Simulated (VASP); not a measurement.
A run of VASP 6.6.1:

The input INCAR:

```
SYSTEM = Al3Pd
ALGO = Fast ; EDIFF = 1E-6
ENCUT = 520 ; GGA = PE
ISIF = 2 ; ISMEAR = 0
LASPH = .TRUE. ; LCHARG = .TRUE.
LELF = .TRUE. ; LREAL = .FALSE.
LVHAR = .TRUE. ; LWAVE = .FALSE.
NBANDS = 18 ; NELM = 60
PREC = Accurate ; SIGMA = 0.1
```

KPOINTS

```
k-points
0
G
  12 12 10
  0 0 0
```

File POSCAR:

```
Al3Pd
1.0
    4.4791320594      0.0000000000      0.0000000000
   -2.2395660297      3.8790421503      0.0000000000
    0.0000000000      0.0000000000      4.8244716751
Al Pd
3 1
Direct
    0.3333333333      0.6666666667      0.0000000000
    0.6666666667      0.3333333333      0.0000000000
    0.0000000000      0.0000000000      0.5000000000
    0.0000000000      0.0000000000      0.0000000000
```

Potentials or basis: VASP PAW PBE potentials, release 64 (Al, Pd).

Command:

```console
$ cat potpaw_PBE.64/Al/POTCAR potpaw_PBE.64/Pd/POTCAR > POTCAR
$ mpirun -np 1 vasp_std > vasp.out
```

Hardware: 1 thread of AMD EPYC 7R13, on a shared host.

How long does it take, and how much memory?

It took 4.7 min on 1 thread of AMD EPYC 7R13, with other jobs on the host, peak memory 0.29 GiB. Counts: scf iterations 14, k points 114.
